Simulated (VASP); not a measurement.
Wanted: the native input for a VASP 6.6.1 run.

* Task: relaxation of cell and atoms
* Functional: LDA
* Potentials or basis: VASP PAW LDA potentials, release 64 (Zn, Se)
* Cutoff: 500 eV
* k mesh: 8 × 8 × 8
* Occupations: gaussian, width 0.02 eV
* Spin: no spin polarisation
* Dipole correction: no
* Further INCAR settings: ALGO = Normal; EDIFF = 1e-07; IBRION = 2; EDIFFG = -0.002; NSW = 100; ISIF = 3

The structure of ZnSe (lda) lies in POSCAR:

```
ZnSe
1.0
    0.0000000000      2.8340000000      2.8340000000
    2.8340000000      0.0000000000      2.8340000000
    2.8340000000      2.8340000000      0.0000000000
Zn Se
1 1
Direct
    0.0000000000      0.0000000000      0.0000000000
    0.2500000000      0.2500000000      0.2500000000
```

The input as run:

INCAR

```
ALGO = Normal
EDIFF = 1E-7
EDIFFG = -0.002
ENCUT = 500
GGA = CA
GGA_COMPAT = F
IBRION = 2
ISIF = 3
ISMEAR = 0
LASPH = T
LCHARG = F
LREAL = F
LWAVE = F
NELM = 120
NELMIN = 4
NSW = 100
PREC = Accurate
SIGMA = 0.02
```

KPOINTS

```
k-points
0
Gamma
  8 8 8
```

Potentials or basis: VASP PAW LDA potentials, release 64 (Zn, Se).

Run with:

```bash
$ cat potpaw_LDA.64/Zn/POTCAR potpaw_LDA.64/Se/POTCAR > POTCAR
$ mpirun -np 1 vasp_std > vasp.out
```

It gave:

| Item | Value |
| --- | --- |
| Relaxed volume | 21.68 Å³/atom |
| Relaxed cell | a = 3.944 Å, b = 3.944 Å, c = 3.944 Å, α = 60.00°, β = 60.00°, γ = 60.00° |
| Space group after relaxing (to 0.05 Å) | F-43m (No. 216) |
| Energy gained by relaxing | 10.9 meV/atom |
| Ionic steps | 3 |
| Pressure after relaxing | 0.0 GPa |
| Band gap on the k mesh | 1.27 eV, direct |

It took 62 s on 1 thread of Intel Xeon 8259CL, with other jobs on the host, peak memory 0.16 GiB.
